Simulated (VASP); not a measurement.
# Si (P-4m2) in VASP: further runs, part 2 of 2

VASP 6.6.1. The steps go on from the part before.

### 4 Single point, LDA (mode 6 frozen in at -0.066 Å, normal strain along x -0.0233)

File INCAR:

```
  PREC = Accurate
  ENCUT = 520
  EDIFF = 1E-6
  ISMEAR = 0
  SIGMA = 0.05
  LREAL = F
  LASPH = T
  NELM = 80
  ALGO = Normal
  ISIF = 2
  LWAVE = F
  LCHARG = F
  NBANDS = 16
```

File KPOINTS:

```
regular mesh
0
Gamma
  10 10 6
```

File POSCAR:

```
Si
1.0
    0.0000000000     -2.7007989451     -2.7007989451
    0.0000000000      2.7007989451     -2.7007989451
    5.2757406594      0.0000000000      0.0000000000
Si
4
Direct
    0.5000000000      0.5000000000     -0.0122186067
    0.0000000000      0.0000000000      0.5122186067
    0.0000000000      0.5000000000      0.2500000000
    0.5000000000      0.0000000000      0.7500000000
```

Potentials or basis: VASP PAW LDA potentials, release 64 (Si).

Run with:

```
> cat potpaw_LDA.64/Si/POTCAR > POTCAR
> mpirun -np 1 vasp_std > vasp.out
```

OUTCAR:

```text
PREC = Accurate
   ENCUT = 520
   EDIFF = 1E-6
   ISMEAR = 0
   LREAL = F
   LASPH = T
   NELM = 80
   ISIF = 2

 ion  position               nearest neighbor table
   1  0.500  0.500  0.988-   4 2.28   4 2.28   3 2.36   3 2.36
   2  0.000  0.000  0.512-   4 2.28   4 2.28   3 2.36   3 2.36
   3  0.000  0.500  0.250-   1 2.36   2 2.36   2 2.36   1 2.36
   4  0.500  0.000  0.750-   1 2.28   2 2.28   1 2.28   2 2.28

  LATTYP: Found a simple tetragonal cell.
 ALAT       =     3.8195064974
 C/A-ratio  =     1.3812623864

[... 646 lines left out ...]
     15      12.8478      0.00000
     16      13.3325      0.00000

 [... further k-points ...]
[... 5 lines left out ...]
  --------------------------------------------------------------------------------------
  -------------------------------------------------------------------------------------
  Total        1.7962909      1.0103323      1.0103323      0.0000000     -0.0000000      0.0000000
  in kB       37.3929129     21.0318211     21.0318211      0.0000000     -0.0000000      0.0000000
  external PRESSURE =      26.4855183 kB  Pullay stress =       0.0000000 kB

 VOLUME and BASIS-vectors are now :
 -----------------------------------------------------------------------------
  energy-cutoff  :      520.00
  volume of cell :       76.97
      direct lattice vectors                 reciprocal lattice vectors
     0.000000000 -2.700798945 -2.700798945     0.000000000 -0.185130404 -0.185130404
     0.000000000  2.700798945 -2.700798945     0.000000000  0.185130404 -0.185130404
     5.275740659  0.000000000  0.000000000     0.189546846  0.000000000  0.000000000

 POSITION                                       TOTAL-FORCE (eV/Angst)
 -----------------------------------------------------------------------------------
      5.21128      0.00000     -2.70080         1.138081      0.000000     -0.000000
      2.70233      0.00000      0.00000        -1.138081     -0.000000      0.000000
      1.31894      1.35040     -1.35040         0.000000      0.000000     -0.000000
      3.95681     -1.35040     -1.35040        -0.000000      0.000000     -0.000000
 -----------------------------------------------------------------------------------
    total drift:                                0.000000      0.000000     -0.000000

  FREE ENERGIE OF THE ION-ELECTRON SYSTEM (eV)
  ---------------------------------------------------
  free  energy   TOTEN  =       -23.7430700360 eV

  energy  without entropy=      -23.7430696879  energy(sigma->0) =      -23.74306986
```

stdout:

```text
POSCAR found type information on POSCAR Si
 POSCAR found :  1 types and       4 ions
 scaLAPACK will be used
 LDA part: xc-table for (Slater(with rela. corr.)+CA(PZ))
 , standard interpolation
 POSCAR, INCAR and KPOINTS ok, starting setup
 FFT: planning ... GRIDC
 FFT: planning ... GRID_SOFT
 FFT: planning ... GRID
 WAVECAR not read
 entering main loop
```

Wall time 52 s (1 thread of Intel Xeon Platinum 8488C (Sapphire Rapids), shared host); peak memory 0.19 GiB.

What came out:

```
Free energy            : -23.7431 eV
Pressure               : 2.6 GPa
Largest force          : 1.138 eV/Å
Band gap on the k mesh : 0.24 eV
```

Forces in eV/Å, atoms in the order of the input:
```
Si   1.138  0.000  0.000
Si  -1.138  0.000  0.000
Si   0.000  0.000  0.000
Si   0.000  0.000  0.000
```

Stress tensor (GPa, compression positive):
```
3.74 0.00 0.00
0.00 2.10 0.00
0.00 0.00 2.10
```

Caveat: the cell differs from its parent crystal (mode 6 frozen in at -0.066 Å, normal strain along x -0.0233); forces of over 1 eV/Å act on the atoms, so gaps and moduli don't describe the material at rest. A k mesh can miss the band edges.

### 5 Single point, LDA (mode 6 frozen in at -0.099 Å, normal strain along x -0.0233)

File INCAR:

```
PREC = Accurate ; ENCUT = 520
EDIFF = 1E-6 ; ISMEAR = 0
SIGMA = 0.05 ; LREAL = F
LASPH = T ; NELM = 80
ALGO = Normal ; ISIF = 2
LWAVE = F ; LCHARG = T
LELF = T ; LVHAR = T
NBANDS = 16
```

File KPOINTS:

```
Automatic mesh
0
Gamma
  10 10 6
```

Edit POSCAR of step 4 so:

```diff
@@ -8,4 +8,4 @@
 Direct
-    0.5000000000      0.5000000000     -0.0122186067
-    0.0000000000      0.0000000000      0.5122186067
+    0.5000000000      0.5000000000     -0.0183279100
+    0.0000000000      0.0000000000      0.5183279100
     0.0000000000      0.5000000000      0.2500000000
```

Run with:

```
> cat potpaw_LDA.64/Si/POTCAR > POTCAR
> mpirun -np 1 vasp_std > vasp.out
```

Wall time 59 s (1 thread of Intel Xeon Platinum 8488C (Sapphire Rapids), shared host); peak memory 0.19 GiB.

Results (log left out):

* Free energy: -23.6516 eV
* Pressure: 2.9 GPa
* Largest force: 1.698 eV/Å
* Band gap on the k mesh: 0.15 eV, indirect (least direct gap 0.38 eV)

Forces on the atoms (eV/Å):
```
Si   1.698  0.000  0.000
Si  -1.698  0.000  0.000
Si   0.000  0.000  0.000
Si   0.000  0.000  0.000
```

Stress tensor (GPa, compression positive):
```
3.53 0.00 0.00
0.00 2.54 0.00
0.00 0.00 2.54
```

Levels at points of the mesh, in eV from the valence-band top:
```tsv
k point	band 5	band 6	band 7	band 8	band 9	band 10	band 11	band 12
(0.00, 0.00, 0.00)	-3.15	-0.07	0.00	0.00	0.38	0.52	2.57	2.59
(0.50, 0.00, 0.00)	-3.96	-3.65	-1.87	-1.17	1.93	2.50	4.71	4.89
(0.50, 0.50, 0.00)	-3.01	-2.87	-2.87	-2.73	0.15	0.60	0.60	1.02
(0.00, 0.00, 0.50)	-2.48	-2.48	-1.66	-1.66	0.67	0.98	2.98	3.26
(0.50, 0.00, 0.50)	-1.75	-1.14	-1.05	-0.96	1.48	1.54	2.95	3.22
(0.50, 0.50, 0.50)	-4.14	-4.03	-4.03	-3.98	4.10	4.40	4.40	4.65
```

Caveat: the cell differs from its parent crystal (mode 6 frozen in at -0.099 Å, normal strain along x -0.0233); forces of over 1 eV/Å act on the atoms, so gaps and moduli don't describe the material at rest.

### 6 Single point, LDA (mode 6 frozen in at -0.132 Å, normal strain along x +0.0000)

File INCAR:

```
ALGO     = Normal         # electronic algorithm
EDIFF    = 1E-6           # SCF threshold, eV
ENCUT    = 520            # plane-wave cutoff, eV
GGA      = CA             # functional
ISIF     = 2              # what is computed and relaxed
ISMEAR   = 0              # smearing method
LASPH    = T              # aspherical terms in the spheres
LCHARG   = F              # write CHGCAR
LREAL    = F              # projectors in reciprocal space
LWAVE    = F              # write WAVECAR
NBANDS   = 16             # bands
NELM     = 80             # most SCF steps
PREC     = Accurate       # precision mode
SIGMA    = 0.05           # smearing width, eV
```

File KPOINTS:

```
k-points
0
Gamma
  10 10 6
```

File POSCAR:

```
Si
1.0
    0.0000000000     -2.7007989451     -2.7007989451
    0.0000000000      2.7007989451     -2.7007989451
    5.4015978902      0.0000000000      0.0000000000
Si
4
Direct
    0.5000000000      0.5000000000     -0.0244372133
    0.0000000000      0.0000000000      0.5244372133
    0.0000000000      0.5000000000      0.2500000000
    0.5000000000      0.0000000000      0.7500000000
```

Potentials or basis: VASP PAW LDA potentials, release 64 (Si).

Run with:

```
> cat potpaw_LDA.64/Si/POTCAR > POTCAR
> mpirun -np 1 vasp_std > vasp.out
```

OUTCAR:

```text
EDIFF = 1E-6
   ENCUT = 520
   GGA = CA
   ISIF = 2
   ISMEAR = 0
   LASPH = T
   LREAL = F
   NELM = 80
   PREC = Accurate

 ion  position               nearest neighbor table
   1  0.500  0.500  0.976-   4 2.27   4 2.27   3 2.42   3 2.42
   2  0.000  0.000  0.524-   4 2.27   4 2.27   3 2.42   3 2.42
   3  0.000  0.500  0.250-   1 2.42   2 2.42   2 2.42   1 2.42
   4  0.500  0.000  0.750-   1 2.27   2 2.27   1 2.27   2 2.27

  LATTYP: Found a simple tetragonal cell.
 ALAT       =     3.8195064974
 C/A-ratio  =     1.4142135624

  Lattice vectors:

 A1 = (   0.0000000000,  -2.7007989451,  -2.7007989451)
 A2 = (   0.0000000000,   2.7007989451,  -2.7007989451)
 A3 = (   5.4015978902,   0.0000000000,   0.0000000000)

Analysis of symmetry for initial positions (statically):
=====================================================================
 Subroutine PRICEL returns:
 Original cell was already a primitive cell.

 Routine SETGRP: Setting up the symmetry group for a
 simple tetragonal supercell.

 Subroutine GETGRP returns: Found  8 space group operations
 (whereof  4 operations were pure point group operations)
 out of a pool of 16 trial point group operations.

The static configuration has the point symmetry C_2v.
 The point group associated with its full space group is D_2d.

Analysis of symmetry for dynamics (positions and initial velocities):
=====================================================================
 Subroutine PRICEL returns:
 Original cell was already a primitive cell.

 Routine SETGRP: Setting up the symmetry group for a
 simple tetragonal supercell.

 Subroutine GETGRP returns: Found  8 space group operations
 (whereof  4 operations were pure point group operations)
 out of a pool of 16 trial point group operations.

The dynamic configuration has the point symmetry C_2v.
 The point group associated with its full space group is D_2d.

 Subroutine INISYM returns: Found  8 space group operations
 (whereof  4 operations are pure point group operations),
 and found     1 'primitive' translations

----------------------------------------------------------------------------------------

                                     Primitive cell

  volume of cell :      78.8019

  direct lattice vectors                    reciprocal lattice vectors
     0.000000000 -2.700798945 -2.700798945     0.000000000 -0.185130404 -0.185130404
     0.000000000  2.700798945 -2.700798945     0.000000000  0.185130404 -0.185130404
     5.401597890  0.000000000  0.000000000     0.185130404  0.000000000  0.000000000

  length of vectors
     3.819506497  3.819506497  5.401597890     0.261813928  0.261813928  0.185130404

  position of ions in fractional coordinates (direct lattice)
     0.500000000  0.500000000  0.975562787
     0.000000000  0.000000000  0.524437213
     0.000000000  0.500000000  0.250000000
     0.500000000  0.000000000  0.750000000

  ion indices of the primitive-cell ions
   primitive index   ion index
                 1           1
                 2           2
                 3           3
                 4           4

----------------------------------------------------------------------------------------

 KPOINTS: k-points

Automatic generation of k-mesh.
 Grid dimensions read from file:
 generate k-points for:   10   10    6

 Generating k-lattice:

  Cartesian coordinates                     Fractional coordinates (reciprocal lattice)
     0.000000000 -0.018513040 -0.018513040     0.100000000  0.000000000  0.000000000
     0.000000000  0.018513040 -0.018513040     0.000000000  0.100000000  0.000000000
     0.030855067  0.000000000  0.000000000     0.000000000  0.000000000  0.166666667

  Length of vectors
     0.026181393  0.026181393  0.030855067

  Shift w.r.t. Gamma in fractional coordinates (k-lattice)
     0.000000000  0.000000000  0.000000000

 Subroutine IBZKPT returns following result:
 ===========================================

 Found     84 irreducible k-points:

 Following reciprocal coordinates:
            Coordinates               Weight
  0.000000  0.000000  0.000000      1.000000
  0.100000  0.000000  0.000000      4.000000
  0.200000  0.000000  0.000000      4.000000
  0.300000  0.000000  0.000000      4.000000
  0.400000  0.000000  0.000000      4.000000
  0.500000  0.000000  0.000000      2.000000
[... 16 lines left out ...]
  0.100000  0.000000  0.166667      8.000000
  0.200000  0.000000  0.166667      8.000000
 [... further k-points ...]
   k-points           NKPTS =     84   k-points in BZ     NKDIM =     84   number of bands    NBANDS=     16
   number of dos      NEDOS =    301   number of ions     NIONS =      4
   total plane-waves  NPLWV =  31360
   dimension x,y,z NGX =    28 NGY =   28 NGZ =   40
   dimension x,y,z NGXF=    56 NGYF=   56 NGZF=   80
   ions per type =               4
   NGX,Y,Z   is equivalent  to a cutoff of  12.19, 12.19, 12.31 a.u.
   NGXF,Y,Z  is equivalent  to a cutoff of  24.37, 24.37, 24.62 a.u.
 SYSTEM =  unknown system
   PREC   = accura    normal or accurate (medium, high low for compatibility)
   ISTART =      0    job   : 0-new  1-cont  2-samecut
   ICHARG =      2    charge: 1-file 2-atom 10-const
   ISPIN  =      1    spin polarized calculation?
   LNONCOLLINEAR =      F non collinear calculations
   LSORBIT =      F    spin-orbit coupling
   LASPH  =      T    aspherical Exc in radial PAW
   ENCUT  =  520.0 eV  38.22 Ry    6.18 a.u.   7.10  7.10 10.04*2*pi/ulx,y,z
   NELM   =     80;   NELMIN=  2; NELMDL= -5     # of ELM steps
   EDIFF  = 0.1E-05   stopping-criterion for ELM
   LREAL  =      F    real-space projection
   EDIFFG = 0.1E-04   stopping-criterion for IOM
   NSW    =      0    number of steps for IOM
   IBRION =     -1    ionic relax: 0-MD 1-quasi-New 2-CG
   NFREE  =      0    steps in history (QN), initial steepest desc. (CG)
   ISIF   =      2    stress and relaxation
   ISYM   =      2    0-nonsym 1-usesym 2-fastsym
   POTIM  = 0.5000    time-step for ionic-motion
   TEBEG  =    0.0;   TEEND  =   0.0 temperature during run
   PSTRESS=    0.0 pullay stress
   NELECT =      16.0000    total number of electrons
   NUPDOWN=      -1.0000    fix difference up-down
   EMIN   =  10.00;   EMAX   =-10.00  energy-range for DOS
   EFERMI =   0.00;   METHOD = LEGACY
   ISMEAR =     0;   SIGMA  =   0.05  broadening in eV -4-tet -1-fermi 0-gaus
   EFERMI_NEDOS =   21; number of points for ismear=-14 and -15
   IALGO  =     38    algorithm
   IMIX   =      4    mixing-type and parameters
     AMIX     =   0.40;   BMIX     =  1.00
     AMIX_MAG =   1.60;   BMIX_MAG =  1.00
  volume/ion in A,a.u.               =      19.70       132.95
  Fermi-wavevector in a.u.,A,eV,Ry     =   0.962209  1.818311 12.596892  0.925845
  Thomas-Fermi vector in A             =   2.091648
   LORBIT       =      0    0 simple, 1 ext, 2 COOP (PROOUT), +10 PAW based schemes
   GGA     = CA    functional components
   LHFCALC =     F    Hartree Fock is set to
   AEXX    =    0.0000 exact exchange contribution
   IVDW    =     0    specifies the selected vdW correction
   LEPSILON=     F    determine dielectric tensor
   LRPA    =     F    only Hartree local field effects (RPA)
 non-spin polarized calculation
 Gauss-broadening in eV      SIGMA  =   0.05
  energy-cutoff  :      520.00
  volume of cell :       78.80
 maximum number of plane-waves:      2138
   NGX = 15   NGY = 15   NGZ = 21

 number of electron      16.0000001 magnetization

 Free energy of the ion-electron system (eV)
  ---------------------------------------------------
  ext. energy  EPLUGINS =         0.00000000
  ---------------------------------------------------
  free energy    TOTEN  =       -23.54195511 eV

  energy without entropy =      -23.54180290  energy(sigma->0) =      -23.54187901

 E-fermi :   6.0362     XC(G=0):  -9.6665

 val. band max:        6.0232637336   @ k =   0.0000   0.0000   0.0000
 cond. band min:       6.2165315457   @ k =   0.5000   0.4000   0.0000
 fundamental gap:      0.1932678121
 Fermi energy:         6.0361989777

 k-point     1 :       0.0000    0.0000    0.0000
  band No.  band energies     occupation
      1      -6.2191      2.00000
      2      -1.9051      2.00000
      3      -1.8829      2.00000
      4       2.8967      2.00000
      5       2.8967      2.00000
      6       5.7430      2.00000
[... 8 lines left out ...]
     15      13.5408      0.00000
     16      13.5927      0.00000
[... 420 lines left out ...]
  band No.  band energies     occupation
      1      -5.7592      2.00000
      2      -2.9219      2.00000
      3      -0.7236      2.00000
      4       1.8741      2.00000
      5       3.2442      2.00000
      6       3.2522      2.00000
[... 8 lines left out ...]
     15      12.4730      0.00000
     16      12.9546      0.00000

 [... further k-points ...]
[... 5 lines left out ...]
  --------------------------------------------------------------------------------------
  -------------------------------------------------------------------------------------
  Total       -0.1452214      0.7049118      0.7049118      0.0000000     -0.0000000      0.0000000
  in kB       -2.9525985     14.3320598     14.3320598      0.0000000     -0.0000000      0.0000000
  external PRESSURE =       8.5705071 kB  Pullay stress =       0.0000000 kB

 VOLUME and BASIS-vectors are now :
 -----------------------------------------------------------------------------
  energy-cutoff  :      520.00
  volume of cell :       78.80
      direct lattice vectors                 reciprocal lattice vectors
     0.000000000 -2.700798945 -2.700798945     0.000000000 -0.185130404 -0.185130404
     0.000000000  2.700798945 -2.700798945     0.000000000  0.185130404 -0.185130404
     5.401597890  0.000000000  0.000000000     0.185130404  0.000000000  0.000000000

 POSITION                                       TOTAL-FORCE (eV/Angst)
 -----------------------------------------------------------------------------------
      5.26960      0.00000     -2.70080         2.225301     -0.000000     -0.000000
      2.83280      0.00000      0.00000        -2.225301     -0.000000     -0.000000
      1.35040      1.35040     -1.35040        -0.000000      0.000000      0.000000
      4.05120     -1.35040     -1.35040        -0.000000     -0.000000     -0.000000
 -----------------------------------------------------------------------------------
    total drift:                                0.000000      0.000000     -0.000000

  FREE ENERGIE OF THE ION-ELECTRON SYSTEM (eV)
  ---------------------------------------------------
  free  energy   TOTEN  =       -23.5419551082 eV

  energy  without entropy=      -23.5418029028  energy(sigma->0) =      -23.54187901
```

It took 55 s on 1 thread of Intel Xeon Platinum 8488C (Sapphire Rapids), shared host; peak memory 0.19 GiB.

What came out:

| Item | Value |
| --- | --- |
| Free energy | -23.5420 eV |
| Pressure | 0.9 GPa |
| Largest force | 2.225 eV/Å |
| Band gap on the k mesh | zero (band 8 reaches 6.02 eV, above the bottom of band 9 at 5.89 eV) |

Forces in eV/Å, atoms in the order of the input:
```
Si   2.225  0.000  0.000
Si  -2.225  0.000  0.000
Si   0.000  0.000  0.000
Si   0.000  0.000  0.000
```

Levels at points of the mesh, in eV from the Fermi level:
| k point | band 6 | band 7 | band 8 | band 9 | band 10 | band 11 |
| --- | --- | --- | --- | --- | --- | --- |
| (0.00, 0.00, 0.00) | -0.29 | -0.01 | -0.01 | 0.42 | 0.53 | 2.45 |
| (0.50, 0.00, 0.00) | -3.68 | -1.97 | -1.01 | 1.83 | 2.61 | 4.49 |
| (0.50, 0.50, 0.00) | -2.96 | -2.96 | -2.78 | -0.14 | 0.47 | 0.47 |
| (0.00, 0.00, 0.50) | -2.60 | -1.50 | -1.50 | 0.60 | 1.02 | 2.85 |
| (0.50, 0.00, 0.50) | -1.33 | -1.22 | -0.82 | 1.28 | 1.34 | 2.87 |
| (0.50, 0.50, 0.50) | -4.00 | -4.00 | -3.98 | 3.70 | 4.11 | 4.11 |

Caveat: the cell differs from its parent crystal (mode 6 frozen in at -0.132 Å, normal strain along x +0.0000); forces of over 1 eV/Å act on the atoms, so gaps and moduli don't describe the material at rest.

### 7 The runs side by side

```csv
cell,gap on the mesh (eV),pressure (GPa),largest force (eV/Å)
"a = 3.820, b = 3.820, c = 5.780 Å, 4 atoms",none,-5.2,1.58
"a = 3.820, b = 3.820, c = 5.276 Å, 4 atoms",0.15,2.9,1.70
"a = 3.820, b = 3.820, c = 5.402 Å, 4 atoms",none,0.9,2.23
```

Some of these runs hold the atoms at other places in the same cell, which the table doesn't show; runs alike in all that it shows share one row.

Alike in all rows: task single point; level LDA; potentials or basis VASP PAW LDA potentials, release 64 (Si); no spin polarisation; k mesh 10 × 10 × 6; cutoff (eV) 520; smearing gaussian 0.05 eV.

Caveats: forces of over 1 eV/Å act on the atoms, so gaps and moduli don't describe the material at rest.

Absolute energies hang on the potentials; compare differences alone.
